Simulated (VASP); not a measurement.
# TiO2 (Fm-3m) in VASP: further runs, part 2 of 2

VASP 6.6.1.

### 5 Single point, r2SCAN

The input, POSCAR:

```
TiO2
1.0
    0.0000000000      2.3968272579      2.3968272579
    2.3968272579      0.0000000000      2.3968272579
    2.3968272579      2.3968272579      0.0000000000
Ti O
1 2
Direct
    0.0000000000      0.0000000000      0.0000000000
    0.2500000000      0.2500000000      0.2500000000
    0.7500000000      0.7500000000      0.7500000000
```

The input, INCAR.step1:

```
PREC = Accurate ; ENCUT = 520
ISMEAR = 1 ; SIGMA = 0.001
LREAL = F ; LASPH = T
NELM = 80 ; NBANDS = 19
GGA = PE ; ALGO = Normal
EDIFF = 1E-4 ; LWAVE = T
LCHARG = F
```

The input, INCAR.step2:

```
PREC = Accurate ; ENCUT = 520
EDIFF = 1E-6 ; ISMEAR = 1
SIGMA = 0.001 ; LREAL = F
LASPH = T ; NELM = 80
ALGO = Normal ; ISIF = 2
LWAVE = F ; LCHARG = F
METAGGA = R2SCAN ; LMIXTAU = T
NBANDS = 19 ; ISTART = 1
```

The input, KPOINTS:

```
Automatic mesh
0
Gamma
  6 6 6
```

Potentials or basis: VASP PAW PBE potentials, release 64 (Ti_sv, O).

Run with:

```bash
cat potpaw_PBE.64/Ti_sv/POTCAR potpaw_PBE.64/O/POTCAR > POTCAR
cp INCAR.step1 INCAR
mpirun -np 1 vasp_std > vasp.out
cp INCAR.step2 INCAR
mpirun -np 1 vasp_std > vasp.out
```

OUTCAR:

```text
PREC = Accurate
   ENCUT = 520
   EDIFF = 1E-6
   ISMEAR = 1
   LREAL = F
   LASPH = T
   NELM = 80
   ISIF = 2
   METAGGA = R2SCAN
   ISTART = 1

 ion  position               nearest neighbor table
   1  0.000  0.000  0.000-   3 2.08   3 2.08   3 2.08   2 2.08   3 2.08   2 2.08   2 2.08   2 2.08

   2  0.250  0.250  0.250-   1 2.08   1 2.08   1 2.08   1 2.08
   3  0.750  0.750  0.750-   1 2.08   1 2.08   1 2.08   1 2.08

  LATTYP: Found a face centered cubic cell.
 ALAT       =     4.7936545158

  Lattice vectors:

 A1 = (   0.0000000000,   2.3968272579,   2.3968272579)
 A2 = (   2.3968272579,   0.0000000000,   2.3968272579)
 A3 = (   2.3968272579,   2.3968272579,   0.0000000000)

Analysis of symmetry for initial positions (statically):
[... 33 lines left out ...]
                                     Primitive cell

  volume of cell :      27.5385

  direct lattice vectors                    reciprocal lattice vectors
     0.000000000  2.396827258  2.396827258    -0.208609110  0.208609110  0.208609110
     2.396827258  0.000000000  2.396827258     0.208609110 -0.208609110  0.208609110
     2.396827258  2.396827258  0.000000000     0.208609110  0.208609110 -0.208609110

  length of vectors
     3.389625615  3.389625615  3.389625615     0.361321577  0.361321577  0.361321577

  position of ions in fractional coordinates (direct lattice)
     0.000000000  0.000000000  0.000000000
     0.250000000  0.250000000  0.250000000
     0.750000000  0.750000000  0.750000000

  ion indices of the primitive-cell ions
   primitive index   ion index
                 1           1
                 2           2
                 3           3

----------------------------------------------------------------------------------------

 KPOINTS: Automatic mesh

Automatic generation of k-mesh.
 Grid dimensions read from file:
 generate k-points for:    6    6    6

[... 68 lines left out ...]
   EFERMI =   0.00;   METHOD = LEGACY
   ISMEAR =     1;   SIGMA  =   0.00  broadening in eV -4-tet -1-fermi 0-gaus
   EFERMI_NEDOS =   21; number of points for ismear=-14 and -15
   IALGO  =     38    algorithm
   IMIX   =      4    mixing-type and parameters
     AMIX     =   0.40;   BMIX     =  1.00
     AMIX_MAG =   1.60;   BMIX_MAG =  1.00
  volume/ion in A,a.u.               =       9.18        61.95
  Fermi-wavevector in a.u.,A,eV,Ry     =   1.563742  2.955044 33.270189  2.445290
  Thomas-Fermi vector in A             =   2.666469
   LORBIT       =      0    0 simple, 1 ext, 2 COOP (PROOUT), +10 PAW based schemes
   METAGGA = R2SCAN    functional components
   LHFCALC =     F    Hartree Fock is set to
   AEXX    =    0.0000 exact exchange contribution
   IVDW    =     0    specifies the selected vdW correction
   LEPSILON=     F    determine dielectric tensor
   LRPA    =     F    only Hartree local field effects (RPA)
 non-spin polarized calculation
 Methfessel and Paxton  Order N= 1 SIGMA  =   0.00
  energy-cutoff  :      520.00
  volume of cell :       27.54
 maximum number of plane-waves:       754
 NGX is ok and might be reduce to    28
   NGX = 13   NGY = 13   NGZ = 13

 number of electron      23.9999996 magnetization

 Free energy of the ion-electron system (eV)
  ---------------------------------------------------
  ext. energy  EPLUGINS =         0.00000000
  ---------------------------------------------------
  free energy    TOTEN  =       -34.10072314 eV

  energy without entropy =      -34.10072314  energy(sigma->0) =      -34.10072314

 E-fermi :   7.2578     XC(G=0): -13.0577

 val. band max:        7.1246747916   @ k =   0.5000   0.5000   0.0000
 cond. band min:       8.6693266420   @ k =   0.0000   0.0000   0.0000
 fundamental gap:      1.5446518503
 Fermi energy:         7.2577620681

 k-point     1 :       0.0000    0.0000    0.0000
  band No.  band energies     occupation
      1     -52.8777      2.00000
      2     -27.9113      2.00000
      3     -27.9113      2.00000
      4     -27.9113      2.00000
      5     -13.6351      2.00000
      6      -9.8190      2.00000
[... 329 lines left out ...]
      6     -11.4638      2.00000
[... 11 lines left out ...]
     18      19.3217      0.00000
     19      23.5178      0.00000

------------------------ aborting loop because EDIFF is reached ----------------------------------------

  FORCE on cell =-STRESS in cart. coord.  units (eV):
  Direction    XX          YY          ZZ          XY          YZ          ZX
  --------------------------------------------------------------------------------------
  -------------------------------------------------------------------------------------
  Total        0.2641210      0.2641210      0.2641210      0.0000000      0.0000000      0.0000000
  in kB       15.3664395     15.3664395     15.3664395      0.0000000      0.0000000      0.0000000
  external PRESSURE =      15.3664395 kB  Pullay stress =       0.0000000 kB

 VOLUME and BASIS-vectors are now :
 -----------------------------------------------------------------------------
  energy-cutoff  :      520.00
  volume of cell :       27.54
      direct lattice vectors                 reciprocal lattice vectors
     0.000000000  2.396827258  2.396827258    -0.208609110  0.208609110  0.208609110
     2.396827258  0.000000000  2.396827258     0.208609110 -0.208609110  0.208609110
     2.396827258  2.396827258  0.000000000     0.208609110  0.208609110 -0.208609110

 POSITION                                       TOTAL-FORCE (eV/Angst)
 -----------------------------------------------------------------------------------
      0.00000      0.00000      0.00000         0.000000     -0.000000      0.000000
      1.19841      1.19841      1.19841         0.000000      0.000000      0.000000
      3.59524      3.59524      3.59524        -0.000000     -0.000000     -0.000000
 -----------------------------------------------------------------------------------
    total drift:                                0.000000     -0.000000      0.000000

  FREE ENERGIE OF THE ION-ELECTRON SYSTEM (eV)
  ---------------------------------------------------
  free  energy   TOTEN  =       -34.1007231353 eV

  energy  without entropy=      -34.1007231353  energy(sigma->0) =      -34.10072314
```

OSZICAR.step1:

```text
N       E                     dE             d eps       ncg     rms          rms(c)
DAV:   1     0.243806926911E+03    0.24381E+03   -0.13197E+04   608   0.150E+03
DAV:   2    -0.153454927365E+02   -0.25915E+03   -0.24490E+03   670   0.413E+02
DAV:   3    -0.349884334333E+02   -0.19643E+02   -0.19428E+02   685   0.118E+02
DAV:   4    -0.356405072295E+02   -0.65207E+00   -0.65066E+00   854   0.198E+01
DAV:   5    -0.356527774075E+02   -0.12270E-01   -0.12267E-01   712   0.250E+00    0.210E+01
DAV:   6    -0.266184757609E+02    0.90343E+01   -0.42435E+01   737   0.760E+01    0.954E+00
DAV:   7    -0.262844484916E+02    0.33403E+00   -0.10686E+01   721   0.293E+01    0.610E+00
DAV:   8    -0.261296911668E+02    0.15476E+00   -0.31963E-01   700   0.557E+00    0.436E+00
DAV:   9    -0.262389474021E+02   -0.10926E+00   -0.26877E+00   713   0.147E+01    0.422E+00
DAV:  10    -0.260304753194E+02    0.20847E+00   -0.82453E-01   784   0.777E+00    0.115E+00
DAV:  11    -0.260195701103E+02    0.10905E-01   -0.67978E-02   781   0.237E+00    0.537E-01
DAV:  12    -0.260171286304E+02    0.24415E-02   -0.82794E-03   685   0.791E-01    0.138E-01
DAV:  13    -0.260173903067E+02   -0.26168E-03   -0.38660E-04   584   0.155E-01    0.174E-01
DAV:  14    -0.260170244519E+02    0.36585E-03   -0.17748E-03   750   0.345E-01    0.189E-02
DAV:  15    -0.260170488456E+02   -0.24394E-04   -0.13850E-04   328   0.128E-01
   1 F= -.26017049E+02 E0= -.26017049E+02  d E =0.000000E+00
```

It took 35 s on 1 thread of Intel Xeon Platinum 8488C (Sapphire Rapids), shared host; peak memory 0.16 GiB.

What came out:

```
Free energy            : -34.1007 eV
Pressure               : 1.5 GPa
Band gap on the k mesh : 1.54 eV, indirect (least direct gap 2.24 eV)
```

Caveat: the PAW data sets were made with another functional, which shifts forces and pressure a little.

### 6 The runs side by side

```csv
smearing,gap on the mesh (eV),pressure (GPa)
methfessel-paxton 0.2 eV,1.54,1.5
gaussian 0.2 eV,1.54,1.5
fermi-dirac 0.5 eV,1.73,3.7
methfessel-paxton 0.001 eV,1.54,1.5
```

Alike in all rows: task single point; level r2SCAN; potentials or basis VASP PAW PBE potentials, release 64 (Ti_sv, O); no spin polarisation; cell as given; k mesh 6 × 6 × 6; cutoff (eV) 520.

On the cell as given the gap runs from 1.54 eV (r2SCAN) to 1.73 eV (r2SCAN).

Caveats: the PAW data sets were made with another functional, which shifts forces and pressure a little.

Total energies depend on the potentials used, so only differences within one code and one set of settings carry meaning.
